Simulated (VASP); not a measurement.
# Na2Zr (Fd-3m) in VASP: notebook

Na2Zr is run at these levels: PBE; tasks: single point, relaxation of cell and atoms.

All numbers are computed with VASP 6.6.1; they aren't measurements. Logs are shortened: lines on timing, memory, paths and dates and some standing lists are left out, and cuts for length are marked.

## Step 1: The cell of the first run

It takes space group Fd-3m (No. 227, cubic). Conventional cell: a = 7.750 Å, b = 7.750 Å, c = 7.750 Å, α = 90.00°, β = 90.00°, γ = 90.00°. Within 3.6 Å of Na (site symmetry -3m) lie 6 Na at 2.74 Å and 6 Zr at 3.21 Å. Zr (site symmetry -43m) has 12 Na at 3.21 Å and 4 Zr at 3.36 Å within 4.2 Å.

## Step 2: Single point, PBE

Contents of INCAR:

```
  PREC = Accurate
  ENCUT = 520
  EDIFF = 1E-6
  ISMEAR = 0
  SIGMA = 0.1
  LREAL = False
  LASPH = True
  NELM = 60
  ALGO = Normal
  ISIF = 2
  LWAVE = False
  LCHARG = True
  GGA = PE
  LELF = True
  LVHAR = True
  NBANDS = 35
```

Contents of KPOINTS:

```
Automatic mesh
0
Gamma
  4 4 4
```

Contents of POSCAR:

```
Na2Zr
1.0
    0.0000000000      3.8747957140      3.8747957140
    3.8747957140      0.0000000000      3.8747957140
    3.8747957140      3.8747957140      0.0000000000
Na Zr
4 2
Direct
    0.6250000000      0.6250000000      0.6250000000
    0.1250000000      0.6250000000      0.6250000000
    0.6250000000      0.6250000000      0.1250000000
    0.6250000000      0.1250000000      0.6250000000
    0.0000000000      0.0000000000      0.0000000000
    0.2500000000      0.2500000000      0.2500000000
```

Potentials or basis: VASP PAW PBE potentials, release 64 (Na_pv, Zr_sv).

On the command line:

```
$ cat potpaw_PBE.64/Na_pv/POTCAR potpaw_PBE.64/Zr_sv/POTCAR > POTCAR
$ mpirun -np 1 vasp_std > vasp.out
```

OUTCAR:

```text
PREC = Accurate
   ENCUT = 520
   EDIFF = 1E-6
   ISMEAR = 0
   LREAL = False
   LASPH = True
   NELM = 60
   ISIF = 2
   GGA = PE

 ion  position               nearest neighbor table
   1  0.625  0.625  0.625-   2 2.74   3 2.74   4 2.74   3 2.74   4 2.74   2 2.74   6 3.21   5 3.21
                             6 3.21   5 3.21   6 3.21   5 3.21
   2  0.125  0.625  0.625-   1 2.74   3 2.74   4 2.74   1 2.74   3 2.74   4 2.74   5 3.21   6 3.21
                             5 3.21   5 3.21   6 3.21   6 3.21
   3  0.625  0.625  0.125-   1 2.74   1 2.74   2 2.74   4 2.74   4 2.74   2 2.74   6 3.21   5 3.21
                             6 3.21   5 3.21   6 3.21   5 3.21
   4  0.625  0.125  0.625-   1 2.74   3 2.74   1 2.74   2 2.74   3 2.74   2 2.74   5 3.21   6 3.21
                             5 3.21   6 3.21   6 3.21   5 3.21
   5  0.000  0.000  0.000-   1 3.21   3 3.21   4 3.21   1 3.21   2 3.21   3 3.21   1 3.21   2 3.21
                             4 3.21   2 3.21   3 3.21   4 3.21   6 3.36   6 3.36   6 3.36   6 3.36
   6  0.250  0.250  0.250-   2 3.21   3 3.21   4 3.21   1 3.21   2 3.21   4 3.21   1 3.21   2 3.21
                             3 3.21   1 3.21   3 3.21   4 3.21   5 3.36   5 3.36   5 3.36   5 3.36

  LATTYP: Found a face centered cubic cell.
 ALAT       =     7.7495914280

  Lattice vectors:

 A1 = (   0.0000000000,   3.8747957140,   3.8747957140)
 A2 = (   3.8747957140,   0.0000000000,   3.8747957140)
 A3 = (   3.8747957140,   3.8747957140,   0.0000000000)

Analysis of symmetry for initial positions (statically):
=====================================================================
 Subroutine PRICEL returns:
 Original cell was already a primitive cell.

 Routine SETGRP: Setting up the symmetry group for a
 face centered cubic supercell.

 Subroutine GETGRP returns: Found 48 space group operations
 (whereof 24 operations were pure point group operations)
 out of a pool of 48 trial point group operations.

The static configuration has the point symmetry T_d .
 The point group associated with its full space group is O_h .

Analysis of symmetry for dynamics (positions and initial velocities):
=====================================================================
 Subroutine PRICEL returns:
 Original cell was already a primitive cell.

 Routine SETGRP: Setting up the symmetry group for a
 face centered cubic supercell.

 Subroutine GETGRP returns: Found 48 space group operations
 (whereof 24 operations were pure point group operations)
 out of a pool of 48 trial point group operations.

The dynamic configuration has the point symmetry T_d .
 The point group associated with its full space group is O_h .

 Subroutine INISYM returns: Found 48 space group operations
 (whereof 24 operations are pure point group operations),
 and found     1 'primitive' translations

----------------------------------------------------------------------------------------

                                     Primitive cell

  volume of cell :     116.3527

  direct lattice vectors                    reciprocal lattice vectors
     0.000000000  3.874795714  3.874795714    -0.129039061  0.129039061  0.129039061
     3.874795714  0.000000000  3.874795714     0.129039061 -0.129039061  0.129039061
     3.874795714  3.874795714  0.000000000     0.129039061  0.129039061 -0.129039061

  length of vectors
     5.479788650  5.479788650  5.479788650     0.223502210  0.223502210  0.223502210

  position of ions in fractional coordinates (direct lattice)
     0.625000000  0.625000000  0.625000000
     0.125000000  0.625000000  0.625000000
     0.625000000  0.625000000  0.125000000
     0.625000000  0.125000000  0.625000000
     0.000000000  0.000000000  0.000000000
     0.250000000  0.250000000  0.250000000

  ion indices of the primitive-cell ions
   primitive index   ion index
                 1           1
                 2           2
                 3           3
                 4           4
                 5           5
                 6           6

----------------------------------------------------------------------------------------

 KPOINTS: Automatic mesh

Automatic generation of k-mesh.
 Grid dimensions read from file:
 generate k-points for:    4    4    4

 Generating k-lattice:

  Cartesian coordinates                     Fractional coordinates (reciprocal lattice)
    -0.032259765  0.032259765  0.032259765     0.250000000  0.000000000  0.000000000
     0.032259765 -0.032259765  0.032259765     0.000000000  0.250000000  0.000000000
     0.032259765  0.032259765 -0.032259765     0.000000000  0.000000000  0.250000000

  Length of vectors
     0.055875552  0.055875552  0.055875552

  Shift w.r.t. Gamma in fractional coordinates (k-lattice)
     0.000000000  0.000000000  0.000000000

 Subroutine IBZKPT returns following result:
 ===========================================

 Found      8 irreducible k-points:

 Following reciprocal coordinates:
            Coordinates               Weight
  0.000000  0.000000  0.000000      1.000000
  0.250000  0.000000  0.000000      8.000000
  0.500000  0.000000  0.000000      4.000000
  0.250000  0.250000  0.000000      6.000000
  0.500000  0.250000  0.000000     24.000000
 -0.250000  0.250000  0.000000     12.000000
  0.500000  0.500000  0.000000      3.000000
 -0.250000  0.500000  0.250000      6.000000
   k-points           NKPTS =      8   k-points in BZ     NKDIM =      8   number of bands    NBANDS=     35
   number of dos      NEDOS =    301   number of ions     NIONS =      6
   total plane-waves  NPLWV =  74088
   dimension x,y,z NGX =    42 NGY =   42 NGZ =   42
   dimension x,y,z NGXF=    84 NGYF=   84 NGZF=   84
   ions per type =               4   2
   NGX,Y,Z   is equivalent  to a cutoff of  12.74, 12.74, 12.74 a.u.
   NGXF,Y,Z  is equivalent  to a cutoff of  25.48, 25.48, 25.48 a.u.
 SYSTEM =  unknown system
   PREC   = accura    normal or accurate (medium, high low for compatibility)
   ISTART =      0    job   : 0-new  1-cont  2-samecut
   ICHARG =      2    charge: 1-file 2-atom 10-const
   ISPIN  =      1    spin polarized calculation?
   LNONCOLLINEAR =      F non collinear calculations
   LSORBIT =      F    spin-orbit coupling
   LASPH  =      T    aspherical Exc in radial PAW
   ENCUT  =  520.0 eV  38.22 Ry    6.18 a.u.  10.19 10.19 10.19*2*pi/ulx,y,z
   NELM   =     60;   NELMIN=  2; NELMDL= -5     # of ELM steps
   EDIFF  = 0.1E-05   stopping-criterion for ELM
   LREAL  =      F    real-space projection
   EDIFFG = 0.1E-04   stopping-criterion for IOM
   NSW    =      0    number of steps for IOM
   IBRION =     -1    ionic relax: 0-MD 1-quasi-New 2-CG
   NFREE  =      0    steps in history (QN), initial steepest desc. (CG)
   ISIF   =      2    stress and relaxation
   ISYM   =      2    0-nonsym 1-usesym 2-fastsym
   POTIM  = 0.5000    time-step for ionic-motion
   TEBEG  =    0.0;   TEEND  =   0.0 temperature during run
   PSTRESS=    0.0 pullay stress
   NELECT =      52.0000    total number of electrons
   NUPDOWN=      -1.0000    fix difference up-down
   EMIN   =  10.00;   EMAX   =-10.00  energy-range for DOS
   EFERMI =   0.00;   METHOD = LEGACY
   ISMEAR =     0;   SIGMA  =   0.10  broadening in eV -4-tet -1-fermi 0-gaus
   EFERMI_NEDOS =   21; number of points for ismear=-14 and -15
   IALGO  =     38    algorithm
   IMIX   =      4    mixing-type and parameters
     AMIX     =   0.40;   BMIX     =  1.00
     AMIX_MAG =   1.60;   BMIX_MAG =  1.00
  volume/ion in A,a.u.               =      19.39       130.86
  Fermi-wavevector in a.u.,A,eV,Ry     =   1.251653  2.365280 21.315352  1.566634
  Thomas-Fermi vector in A             =   2.385590
   LORBIT       =      0    0 simple, 1 ext, 2 COOP (PROOUT), +10 PAW based schemes
   GGA     = PE    functional components
   LHFCALC =     F    Hartree Fock is set to
   AEXX    =    0.0000 exact exchange contribution
   IVDW    =     0    specifies the selected vdW correction
   LEPSILON=     F    determine dielectric tensor
   LRPA    =     F    only Hartree local field effects (RPA)
 non-spin polarized calculation
 Gauss-broadening in eV      SIGMA  =   0.10
  energy-cutoff  :      520.00
  volume of cell :      116.35
 maximum number of plane-waves:      3156
 NGX is ok and might be reduce to    42
   NGX = 21   NGY = 21   NGZ = 21

 number of electron      51.9999979 magnetization

 Free energy of the ion-electron system (eV)
  ---------------------------------------------------
  ext. energy  EPLUGINS =         0.00000000
  ---------------------------------------------------
  free energy    TOTEN  =       -16.17688620 eV

  energy without entropy =      -16.10978741  energy(sigma->0) =      -16.14333681

 E-fermi :   5.5268     XC(G=0):  -9.7937

 val. band max:        5.5244526881   @ k =   0.5000   0.5000   0.0000
 cond. band min:       5.5282642800   @ k =   0.5000   0.2500   0.0000
 fundamental gap:      0.0038115919
 Fermi energy:         5.5267942154

 k-point     1 :       0.0000    0.0000    0.0000
  band No.  band energies     occupation
      1     -43.2605      2.00000
      2     -43.2074      2.00000
      3     -21.3712      2.00000
      4     -21.3712      2.00000
      5     -21.3712      2.00000
      6     -21.2093      2.00000
[... 27 lines left out ...]
     34      10.0946      0.00000
     35      10.0946      0.00000

 k-point     2 :       0.2500    0.0000    0.0000
  band No.  band energies     occupation
      1     -43.2550      2.00000
      2     -43.2130      2.00000
      3     -21.3850      2.00000
      4     -21.3850      2.00000
      5     -21.3735      2.00000
      6     -21.2043      2.00000
[... 27 lines left out ...]
     34       9.4502      0.00000
     35       9.4502      0.00000
[... 188 lines left out ...]
     34       7.9806      0.00000
     35       9.8119      0.00000

 k-point     8 :      -0.2500    0.5000    0.2500
  band No.  band energies     occupation
      1     -43.2340      2.00000
      2     -43.2340      2.00000
      3     -21.4137      2.00000
      4     -21.4137      2.00000
      5     -21.2921      2.00000
      6     -21.2921      2.00000
[... 27 lines left out ...]
     34       7.8381      0.00000
     35      10.5563      0.00000

------------------------ aborting loop because EDIFF is reached ----------------------------------------

  FORCE on cell =-STRESS in cart. coord.  units (eV):
  Direction    XX          YY          ZZ          XY          YZ          ZX
  --------------------------------------------------------------------------------------
  -------------------------------------------------------------------------------------
  Total       10.5263352     10.5263352     10.5263352      0.0000000     -0.0000000      0.0000000
  in kB      144.9477067    144.9477067    144.9477067      0.0000000     -0.0000000      0.0000000
  external PRESSURE =     144.9477067 kB  Pullay stress =       0.0000000 kB

 VOLUME and BASIS-vectors are now :
 -----------------------------------------------------------------------------
  energy-cutoff  :      520.00
  volume of cell :      116.35
      direct lattice vectors                 reciprocal lattice vectors
     0.000000000  3.874795714  3.874795714    -0.129039061  0.129039061  0.129039061
     3.874795714  0.000000000  3.874795714     0.129039061 -0.129039061  0.129039061
     3.874795714  3.874795714  0.000000000     0.129039061  0.129039061 -0.129039061

 POSITION                                       TOTAL-FORCE (eV/Angst)
 -----------------------------------------------------------------------------------
      4.84349      4.84349      4.84349         0.000000      0.000000      0.000000
      4.84349      2.90610      2.90610         0.000000      0.000000      0.000000
      2.90610      2.90610      4.84349         0.000000      0.000000      0.000000
      2.90610      4.84349      2.90610         0.000000      0.000000      0.000000
      0.00000      0.00000      0.00000         0.000000      0.000000      0.000000
      1.93740      1.93740      1.93740        -0.000000     -0.000000     -0.000000
 -----------------------------------------------------------------------------------
    total drift:                                0.000000      0.000000      0.000000

  FREE ENERGIE OF THE ION-ELECTRON SYSTEM (eV)
  ---------------------------------------------------
  free  energy   TOTEN  =       -16.1768861977 eV

  energy  without entropy=      -16.1097874137  energy(sigma->0) =      -16.14333681
```

Run time: 27 s. Hardware: 1 thread of Intel Xeon 6975P-C (Granite Rapids), shared host; peak memory 0.25 GiB.

What came out:

```
Free energy            : -16.1769 eV
Pressure               : 14.5 GPa
Band gap on the k mesh : zero (bands 26 and 27 overlap by 0.17 eV)
```

Levels at points of the mesh, in eV from the Fermi level:
```csv
k point,band 24,band 25,band 26,band 27,band 28,band 29
"(0.00, 0.00, 0.00)",-0.43,-0.43,-0.43,0.13,0.13,0.13
"(0.50, 0.00, 0.00)",-0.93,-0.56,-0.14,-0.14,0.90,0.90
"(0.50, 0.50, 0.00)",-1.60,0.00,0.00,0.33,0.33,0.81
```

Caveat: the cell stands under pressure.

## Step 3: Single point, PBE

This run uses another cell than the first one, of 25.66 Å³/atom.

Contents of INCAR:

```
SYSTEM = Na2Zr
ALGO     = Normal         ! electronic algorithm
EDIFF    = 1E-7           ! SCF threshold, eV
ENCUT    = 520            ! plane-wave cutoff, eV
GGA      = PE             ! functional
ISIF     = 2              ! what is computed and relaxed
ISMEAR   = 0              ! smearing method
LASPH    = .True.         ! aspherical terms in the spheres
LCHARG   = .False.        ! write CHGCAR
LREAL    = .False.        ! projectors in reciprocal space
LWAVE    = .False.        ! write WAVECAR
NBANDS   = 35             ! bands
NELM     = 80             ! most SCF steps
PREC     = Accurate       ! precision mode
SIGMA    = 0.1            ! smearing width, eV
```

Contents of KPOINTS:

```
k-points
0
Gamma
  4 4 4
  0 0 0
```

Edit POSCAR of step 2 so:

```diff
@@ -2,5 +2,5 @@
 1.0
-    0.0000000000      3.8747957140      3.8747957140
-    3.8747957140      0.0000000000      3.8747957140
-    3.8747957140      3.8747957140      0.0000000000
+    0.0000000000      4.2541886183      4.2541886183
+    4.2541886183      0.0000000000      4.2541886183
+    4.2541886183      4.2541886183      0.0000000000
 Na Zr
```

Potentials or basis: VASP PAW PBE potentials, release 64 (Na_pv, Zr_sv).

On the command line:

```
$ cat potpaw_PBE.64/Na_pv/POTCAR potpaw_PBE.64/Zr_sv/POTCAR > POTCAR
$ mpirun -np 1 vasp_std > vasp.out
```

Run time: 29 s. Hardware: 1 thread of Intel Xeon 6975P-C (Granite Rapids), shared host; peak memory 0.31 GiB.

It converged, with:

- Free energy: -17.6041 eV
- Pressure: 0.4 GPa
- Band gap on the k mesh: zero (bands 26 and 27 overlap by 0.15 eV)

Levels at points of the mesh, in eV from the Fermi level:
```tsv
k point	band 22	band 23	band 24	band 25	band 26	band 27	band 28	band 29	band 30	band 31
(0.00, 0.00, 0.00)	-0.39	-0.39	-0.31	-0.31	-0.31	0.08	0.08	0.08	1.95	1.99
(0.50, 0.00, 0.00)	-2.49	-0.65	-0.65	-0.44	-0.06	-0.06	0.62	0.62	0.99	1.46
(0.50, 0.50, 0.00)	-2.27	-1.33	-1.33	0.05	0.05	0.08	0.08	0.68	0.68	1.56
```

(Continued in part 2 of 3.)
